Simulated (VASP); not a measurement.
# Si3N4 (Fd-3m) in VASP: further runs

The runs below take Si3N4 through single point, with PBE.

Program: VASP 6.6.1. These are calculated values, not measurements. Logs are shortened: lines on timing, memory, paths and dates and some standing lists are left out, and cuts for length are marked.

**1. The cell of the first run**

The structure is cubic, space group Fd-3m (No. 227). Conventional cell: a = 7.787 Å, b = 7.787 Å, c = 7.787 Å, α = 90.00°, β = 90.00°, γ = 90.00°. Within 2.5 Å of Si (site symmetry -3m) lie 6 N at 1.89 Å. Within 2.4 Å of Si (site symmetry -43m) lie 4 N at 1.79 Å. Within 2.4 Å of N (site symmetry 3m) lie 4 Si at 1.79 to 1.89 Å.

**2. Single point, PBE**

File INCAR:

```
  PREC = Accurate
  ENCUT = 520
  EDIFF = 1E-6
  ISMEAR = 0
  SIGMA = 0.1
  LREAL = F
  LASPH = T
  NELM = 80
  ALGO = Normal
  ISIF = 2
  LWAVE = F
  LCHARG = F
  GGA = PE
  NBANDS = 45
```

File KPOINTS:

```
regular mesh
0
Gamma
  4 4 4
```

File POSCAR:

```
Si3N4
1.0
    0.0000000000      3.8937180000      3.8937180000
    3.8937180000      0.0000000000      3.8937180000
    3.8937180000      3.8937180000      0.0000000000
Si N
6 8
Direct
    0.1250000000      0.1250000000      0.6250000000
    0.1250000000      0.6250000000      0.1250000000
    0.6250000000      0.1250000000      0.1250000000
    0.1250000000      0.1250000000      0.1250000000
    0.7500000000      0.7500000000      0.7500000000
    0.5000000000      0.5000000000      0.5000000000
    0.3675630000      0.3675630000      0.3675630000
    0.3526890000      0.8824370000      0.8824370000
    0.8824370000      0.8824370000      0.3526890000
    0.8824370000      0.3526890000      0.8824370000
    0.3675630000      0.3675630000      0.8973110000
    0.3675630000      0.8973110000      0.3675630000
    0.8824370000      0.8824370000      0.8824370000
    0.8973110000      0.3675630000      0.3675630000
```

Potentials or basis: VASP PAW PBE potentials, release 64 (Si, N).

Launch:

```sh
$ cat potpaw_PBE.64/Si/POTCAR potpaw_PBE.64/N/POTCAR > POTCAR
$ mpirun -np 1 vasp_std > vasp.out
```

OUTCAR:

```text
PREC = Accurate
   ENCUT = 520
   EDIFF = 1E-6
   ISMEAR = 0
   LREAL = F
   LASPH = T
   NELM = 80
   ISIF = 2
   GGA = PE

 ion  position               nearest neighbor table
   1  0.125  0.125  0.625-   7 1.89  13 1.89  10 1.89  12 1.89   8 1.89  14 1.89   4 2.75   2 2.75
                             3 2.75   4 2.75   2 2.75   3 2.75
   2  0.125  0.625  0.125-   7 1.89  13 1.89   9 1.89  11 1.89   8 1.89  14 1.89   4 2.75   1 2.75
                             1 2.75   3 2.75   4 2.75   3 2.75
   3  0.625  0.125  0.125-   7 1.89  13 1.89  10 1.89  11 1.89  12 1.89   9 1.89   4 2.75   1 2.75
                             2 2.75   1 2.75   2 2.75   4 2.75
   4  0.125  0.125  0.125-   9 1.89  11 1.89  10 1.89   8 1.89  12 1.89  14 1.89   1 2.75   2 2.75
                             3 2.75   1 2.75   2 2.75   3 2.75
   5  0.750  0.750  0.750-   8 1.79   9 1.79  10 1.79  13 1.79
   6  0.500  0.500  0.500-  11 1.79  12 1.79  14 1.79   7 1.79
   7  0.368  0.368  0.368-   6 1.79   2 1.89   3 1.89   1 1.89
   8  0.353  0.882  0.882-   5 1.79   4 1.89   1 1.89   2 1.89
   9  0.882  0.882  0.353-   5 1.79   4 1.89   2 1.89   3 1.89
  10  0.882  0.353  0.882-   5 1.79   4 1.89   1 1.89   3 1.89
  11  0.368  0.368  0.897-   6 1.79   4 1.89   2 1.89   3 1.89
  12  0.368  0.897  0.368-   6 1.79   4 1.89   1 1.89   3 1.89
  13  0.882  0.882  0.882-   5 1.79   2 1.89   3 1.89   1 1.89
  14  0.897  0.368  0.368-   6 1.79   4 1.89   1 1.89   2 1.89

  LATTYP: Found a face centered cubic cell.
 ALAT       =     7.7874360000

  Lattice vectors:

 A1 = (   0.0000000000,   3.8937180000,   3.8937180000)
 A2 = (   3.8937180000,   0.0000000000,   3.8937180000)
 A3 = (   3.8937180000,   3.8937180000,   0.0000000000)

Analysis of symmetry for initial positions (statically):
=====================================================================
 Subroutine PRICEL returns:
 Original cell was already a primitive cell.

 Routine SETGRP: Setting up the symmetry group for a
 face centered cubic supercell.

 Subroutine GETGRP returns: Found 48 space group operations
 (whereof 24 operations were pure point group operations)
 out of a pool of 48 trial point group operations.

The static configuration has the point symmetry T_d .
 The point group associated with its full space group is O_h .

Analysis of symmetry for dynamics (positions and initial velocities):
=====================================================================
 Subroutine PRICEL returns:
 Original cell was already a primitive cell.

 Routine SETGRP: Setting up the symmetry group for a
 face centered cubic supercell.

 Subroutine GETGRP returns: Found 48 space group operations
 (whereof 24 operations were pure point group operations)
 out of a pool of 48 trial point group operations.

The dynamic configuration has the point symmetry T_d .
 The point group associated with its full space group is O_h .

 Subroutine INISYM returns: Found 48 space group operations
 (whereof 24 operations are pure point group operations),
 and found     1 'primitive' translations

----------------------------------------------------------------------------------------

                                     Primitive cell

  volume of cell :     118.0656

  direct lattice vectors                    reciprocal lattice vectors
     0.000000000  3.893718000  3.893718000    -0.128411970  0.128411970  0.128411970
     3.893718000  0.000000000  3.893718000     0.128411970 -0.128411970  0.128411970
     3.893718000  3.893718000  0.000000000     0.128411970  0.128411970 -0.128411970

  length of vectors
     5.506548804  5.506548804  5.506548804     0.222416057  0.222416057  0.222416057

  position of ions in fractional coordinates (direct lattice)
     0.125000000  0.125000000  0.625000000
     0.125000000  0.625000000  0.125000000
     0.625000000  0.125000000  0.125000000
     0.125000000  0.125000000  0.125000000
     0.750000000  0.750000000  0.750000000
     0.500000000  0.500000000  0.500000000
     0.367563000  0.367563000  0.367563000
     0.352689000  0.882437000  0.882437000
     0.882437000  0.882437000  0.352689000
[... 30 lines left out ...]

 Generating k-lattice:

  Cartesian coordinates                     Fractional coordinates (reciprocal lattice)
    -0.032102993  0.032102993  0.032102993     0.250000000  0.000000000  0.000000000
     0.032102993 -0.032102993  0.032102993     0.000000000  0.250000000  0.000000000
     0.032102993  0.032102993 -0.032102993     0.000000000  0.000000000  0.250000000

  Length of vectors
     0.055604014  0.055604014  0.055604014

  Shift w.r.t. Gamma in fractional coordinates (k-lattice)
     0.000000000  0.000000000  0.000000000

 Subroutine IBZKPT returns following result:
 ===========================================

 Found      8 irreducible k-points:

 Following reciprocal coordinates:
            Coordinates               Weight
  0.000000  0.000000  0.000000      1.000000
  0.250000  0.000000  0.000000      8.000000
  0.500000  0.000000  0.000000      4.000000
  0.250000  0.250000  0.000000      6.000000
  0.500000  0.250000  0.000000     24.000000
 -0.250000  0.250000  0.000000     12.000000
  0.500000  0.500000  0.000000      3.000000
 -0.250000  0.500000  0.250000      6.000000
   k-points           NKPTS =      8   k-points in BZ     NKDIM =      8   number of bands    NBANDS=     45
   number of dos      NEDOS =    301   number of ions     NIONS =     14
   total plane-waves  NPLWV =  74088
   dimension x,y,z NGX =    42 NGY =   42 NGZ =   42
   dimension x,y,z NGXF=    84 NGYF=   84 NGZF=   84
   ions per type =               6   8
   NGX,Y,Z   is equivalent  to a cutoff of  12.68, 12.68, 12.68 a.u.
   NGXF,Y,Z  is equivalent  to a cutoff of  25.36, 25.36, 25.36 a.u.
 SYSTEM =  unknown system
   PREC   = accura    normal or accurate (medium, high low for compatibility)
   ISTART =      0    job   : 0-new  1-cont  2-samecut
   ICHARG =      2    charge: 1-file 2-atom 10-const
   ISPIN  =      1    spin polarized calculation?
   LNONCOLLINEAR =      F non collinear calculations
   LSORBIT =      F    spin-orbit coupling
   LASPH  =      T    aspherical Exc in radial PAW
   ENCUT  =  520.0 eV  38.22 Ry    6.18 a.u.  10.24 10.24 10.24*2*pi/ulx,y,z
   NELM   =     80;   NELMIN=  2; NELMDL= -5     # of ELM steps
   EDIFF  = 0.1E-05   stopping-criterion for ELM
   LREAL  =      F    real-space projection
   EDIFFG = 0.1E-04   stopping-criterion for IOM
   NSW    =      0    number of steps for IOM
   IBRION =     -1    ionic relax: 0-MD 1-quasi-New 2-CG
   NFREE  =      0    steps in history (QN), initial steepest desc. (CG)
   ISIF   =      2    stress and relaxation
   ISYM   =      2    0-nonsym 1-usesym 2-fastsym
   POTIM  = 0.5000    time-step for ionic-motion
   TEBEG  =    0.0;   TEEND  =   0.0 temperature during run
   PSTRESS=    0.0 pullay stress
   NELECT =      64.0000    total number of electrons
   NUPDOWN=      -1.0000    fix difference up-down
   EMIN   =  10.00;   EMAX   =-10.00  energy-range for DOS
   EFERMI =   0.00;   METHOD = LEGACY
   ISMEAR =     0;   SIGMA  =   0.10  broadening in eV -4-tet -1-fermi 0-gaus
   EFERMI_NEDOS =   21; number of points for ismear=-14 and -15
   IALGO  =     38    algorithm
   IMIX   =      4    mixing-type and parameters
     AMIX     =   0.40;   BMIX     =  1.00
     AMIX_MAG =   1.60;   BMIX_MAG =  1.00
  volume/ion in A,a.u.               =       8.43        56.91
  Fermi-wavevector in a.u.,A,eV,Ry     =   1.334833  2.522469 24.242584  1.781780
  Thomas-Fermi vector in A             =   2.463584
   LORBIT       =      0    0 simple, 1 ext, 2 COOP (PROOUT), +10 PAW based schemes
   GGA     = PE    functional components
   LHFCALC =     F    Hartree Fock is set to
   AEXX    =    0.0000 exact exchange contribution
   IVDW    =     0    specifies the selected vdW correction
   LEPSILON=     F    determine dielectric tensor
   LRPA    =     F    only Hartree local field effects (RPA)
 non-spin polarized calculation
 Gauss-broadening in eV      SIGMA  =   0.10
  energy-cutoff  :      520.00
  volume of cell :      118.07
 maximum number of plane-waves:      3218
 NGX is ok and might be reduce to    42
   NGX = 21   NGY = 21   NGZ = 21

 number of electron      64.0000005 magnetization

 Free energy of the ion-electron system (eV)
  ---------------------------------------------------
  ext. energy  EPLUGINS =         0.00000000
  ---------------------------------------------------
  free energy    TOTEN  =      -112.48033368 eV

  energy without entropy =     -112.48033368  energy(sigma->0) =     -112.48033368

 E-fermi :   9.5832     XC(G=0): -12.2190

 val. band max:        9.0717907526   @ k =  -0.2500   0.2500   0.0000
 cond. band min:      12.4323389527   @ k =   0.0000   0.0000   0.0000
 fundamental gap:      3.3605482001
 Fermi energy:         9.5831722765

 k-point     1 :       0.0000    0.0000    0.0000
  band No.  band energies     occupation
      1      -9.6642      2.00000
      2      -6.3918      2.00000
      3      -5.4711      2.00000
      4      -5.4711      2.00000
      5      -5.4711      2.00000
      6      -4.5094      2.00000
[... 365 lines left out ...]
     43      18.9386      0.00000
     44      18.9386      0.00000
 [bands above 44 left out]

------------------------ aborting loop because EDIFF is reached ----------------------------------------

  FORCE on cell =-STRESS in cart. coord.  units (eV):
  Direction    XX          YY          ZZ          XY          YZ          ZX
  --------------------------------------------------------------------------------------
  -------------------------------------------------------------------------------------
  Total        0.0064566      0.0064566      0.0064566      0.0000000      0.0000000      0.0000000
  in kB        0.0876180      0.0876180      0.0876180      0.0000000      0.0000000      0.0000000
  external PRESSURE =       0.0876180 kB  Pullay stress =       0.0000000 kB

 VOLUME and BASIS-vectors are now :
 -----------------------------------------------------------------------------
  energy-cutoff  :      520.00
  volume of cell :      118.07
      direct lattice vectors                 reciprocal lattice vectors
     0.000000000  3.893718000  3.893718000    -0.128411970  0.128411970  0.128411970
     3.893718000  0.000000000  3.893718000     0.128411970 -0.128411970  0.128411970
     3.893718000  3.893718000  0.000000000     0.128411970  0.128411970 -0.128411970

 POSITION                                       TOTAL-FORCE (eV/Angst)
 -----------------------------------------------------------------------------------
      2.92029      2.92029      0.97343         0.000000      0.000000      0.000000
      2.92029      0.97343      2.92029         0.000000      0.000000      0.000000
      0.97343      2.92029      2.92029         0.000000      0.000000      0.000000
      0.97343      0.97343      0.97343         0.000000      0.000000      0.000000
      5.84058      5.84058      5.84058         0.000000      0.000000      0.000000
      3.89372      3.89372      3.89372         0.000000      0.000000      0.000000
      2.86237      2.86237      2.86237        -0.001896     -0.001896     -0.001896
      6.87192      4.80923      4.80923         0.001896     -0.001896     -0.001896
      4.80923      4.80923      6.87192        -0.001896     -0.001896      0.001896
      4.80923      6.87192      4.80923        -0.001896      0.001896     -0.001896
      4.92506      4.92506      2.86237         0.001896      0.001896     -0.001896
      4.92506      2.86237      4.92506         0.001896     -0.001896      0.001896
      6.87192      6.87192      6.87192         0.001896      0.001896      0.001896
      2.86237      4.92506      4.92506        -0.001896      0.001896      0.001896
 -----------------------------------------------------------------------------------
    total drift:                                0.000000      0.000000      0.000000

  FREE ENERGIE OF THE ION-ELECTRON SYSTEM (eV)
  ---------------------------------------------------
  free  energy   TOTEN  =      -112.4803336850 eV

  energy  without entropy=     -112.4803336850  energy(sigma->0) =     -112.48033368
```

It took 27 s on 1 thread of Intel Xeon 6975P-C (Granite Rapids), shared host; peak memory 0.25 GiB.

What came out:

```
Free energy            : -112.4803 eV
Pressure               : 0.0 GPa
Largest force          : 0.003 eV/Å
Band gap on the k mesh : 3.36 eV, indirect (least direct gap 3.37 eV)
```

Forces on the atoms (eV/Å):
```
Si   0.000  0.000  0.000
Si   0.000  0.000  0.000
Si   0.000  0.000  0.000
Si   0.000  0.000  0.000
Si   0.000  0.000  0.000
Si   0.000  0.000  0.000
N   -0.002 -0.002 -0.002
N    0.002 -0.002 -0.002
N   -0.002 -0.002  0.002
N   -0.002  0.002 -0.002
N    0.002  0.002 -0.002
N    0.002 -0.002  0.002
N    0.002  0.002  0.002
N   -0.002  0.002  0.002
```

**3. Single point, PBE**

File INCAR:

```
SYSTEM = Si3N4
PREC = Accurate
ENCUT = 520
EDIFF = 1E-6
ISMEAR = 0
SIGMA = 0.02
LREAL = .FALSE.
LASPH = .TRUE.
NELM = 60
ALGO = Normal
ISIF = 2
LWAVE = .FALSE.
LCHARG = .TRUE.
GGA = PE
LELF = .TRUE.
LVHAR = .TRUE.
NBANDS = 45
```

File KPOINTS:

```
regular mesh
0
G
  6 6 6
  0 0 0
```

File POSCAR:

```
Si3N4
1.0
    0.0000000000      3.8946186227      3.8946186227
    3.8946186227      0.0000000000      3.8946186227
    3.8946186227      3.8946186227      0.0000000000
Si N
6 8
Direct
    0.1250000000      0.1250000000      0.6250000000
    0.1250000000      0.6250000000      0.1250000000
    0.6250000000      0.1250000000      0.1250000000
    0.1250000000      0.1250000000      0.1250000000
    0.7500000000      0.7500000000      0.7500000000
    0.5000000000      0.5000000000      0.5000000000
    0.3675422916      0.3675422916      0.3675422916
    0.3526268749      0.8824577084      0.8824577084
    0.8824577084      0.8824577084      0.3526268749
    0.8824577084      0.3526268749      0.8824577084
    0.3675422916      0.3675422916      0.8973731251
    0.3675422916      0.8973731251      0.3675422916
    0.8824577084      0.8824577084      0.8824577084
    0.8973731251      0.3675422916      0.3675422916
```

Potentials or basis: VASP PAW PBE potentials, release 64 (Si, N).

Launch:

```sh
$ cat potpaw_PBE.64/Si/POTCAR potpaw_PBE.64/N/POTCAR > POTCAR
$ mpirun -np 1 vasp_std > vasp.out
```

OUTCAR:

```text
SYSTEM = Si3N4
   PREC = Accurate
   ENCUT = 520
   EDIFF = 1E-6
   ISMEAR = 0
   LREAL = .FALSE.
   LASPH = .TRUE.
   NELM = 60
   ISIF = 2
   GGA = PE

 ion  position               nearest neighbor table
   1  0.125  0.125  0.625-   7 1.89  13 1.89  10 1.89  12 1.89   8 1.89  14 1.89   4 2.75   2 2.75
                             3 2.75   4 2.75   2 2.75   3 2.75
   2  0.125  0.625  0.125-   7 1.89  13 1.89  11 1.89   9 1.89   8 1.89  14 1.89   4 2.75   1 2.75
                             1 2.75   3 2.75   4 2.75   3 2.75
   3  0.625  0.125  0.125-   7 1.89  13 1.89  11 1.89   9 1.89  12 1.89  10 1.89   4 2.75   1 2.75
                             2 2.75   1 2.75   2 2.75   4 2.75
[... 988 lines left out ...]
      direct lattice vectors                 reciprocal lattice vectors
     0.000000000  3.894618623  3.894618623    -0.128382275  0.128382275  0.128382275
     3.894618623  0.000000000  3.894618623     0.128382275 -0.128382275  0.128382275
     3.894618623  3.894618623  0.000000000     0.128382275  0.128382275 -0.128382275

 POSITION                                       TOTAL-FORCE (eV/Angst)
 -----------------------------------------------------------------------------------
      2.92096      2.92096      0.97365         0.000000      0.000000      0.000000
      2.92096      0.97365      2.92096         0.000000      0.000000      0.000000
      0.97365      2.92096      2.92096         0.000000      0.000000      0.000000
      0.97365      0.97365      0.97365         0.000000      0.000000      0.000000
      5.84193      5.84193      5.84193         0.000000      0.000000      0.000000
      3.89462      3.89462      3.89462         0.000000      0.000000      0.000000
      2.86287      2.86287      2.86287         0.004043      0.004043      0.004043
      6.87367      4.81018      4.81018        -0.004043      0.004043      0.004043
      4.81018      4.81018      6.87367         0.004043      0.004043     -0.004043
      4.81018      6.87367      4.81018         0.004043     -0.004043      0.004043
      4.92636      4.92636      2.86287        -0.004043     -0.004043      0.004043
      4.92636      2.86287      4.92636        -0.004043      0.004043     -0.004043
      6.87367      6.87367      6.87367        -0.004043     -0.004043     -0.004043
      2.86287      4.92636      4.92636         0.004043     -0.004043     -0.004043
 -----------------------------------------------------------------------------------
    total drift:                                0.000000      0.000000      0.000000

  FREE ENERGIE OF THE ION-ELECTRON SYSTEM (eV)
  ---------------------------------------------------
  free  energy   TOTEN  =      -112.4842858199 eV

  energy  without entropy=     -112.4842858199  energy(sigma->0) =     -112.48428582
```

Run time: 54 s. Hardware: 1 thread of Intel Xeon 6975P-C (Granite Rapids), shared host; peak memory 0.27 GiB.

What came out:

```yaml
Free_energy: -112.4843 eV
Pressure: -0.2 GPa
Largest_force: 0.007 eV/Å
Band_gap_on_the_k_mesh: 3.33 eV, indirect (least direct gap 3.37 eV)
```

Forces in eV/Å, atoms in the order of the input:
```
Si   0.000  0.000  0.000
Si   0.000  0.000  0.000
Si   0.000  0.000  0.000
Si   0.000  0.000  0.000
Si   0.000  0.000  0.000
Si   0.000  0.000  0.000
N    0.004  0.004  0.004
N   -0.004  0.004  0.004
N    0.004  0.004 -0.004
N    0.004 -0.004  0.004
N   -0.004 -0.004  0.004
N   -0.004  0.004 -0.004
N   -0.004 -0.004 -0.004
N    0.004 -0.004 -0.004
```

Levels at points of the mesh, in eV from the valence-band top:
| k point | band 29 | band 30 | band 31 | band 32 | band 33 | band 34 | band 35 | band 36 |
| --- | --- | --- | --- | --- | --- | --- | --- | --- |
| (0.00, 0.00, 0.00) | -0.16 | -0.04 | -0.04 | -0.04 | 3.33 | 3.33 | 3.33 | 4.87 |
| (0.50, 0.00, 0.00) | -0.47 | -0.47 | -0.33 | -0.33 | 4.92 | 5.76 | 5.76 | 6.22 |
| (0.50, 0.50, 0.00) | -1.10 | -1.10 | -0.43 | -0.43 | 6.62 | 6.62 | 6.94 | 6.94 |

A k mesh can miss the band edges. PBE gaps usually lie below the measured ones, often by a third to a half.
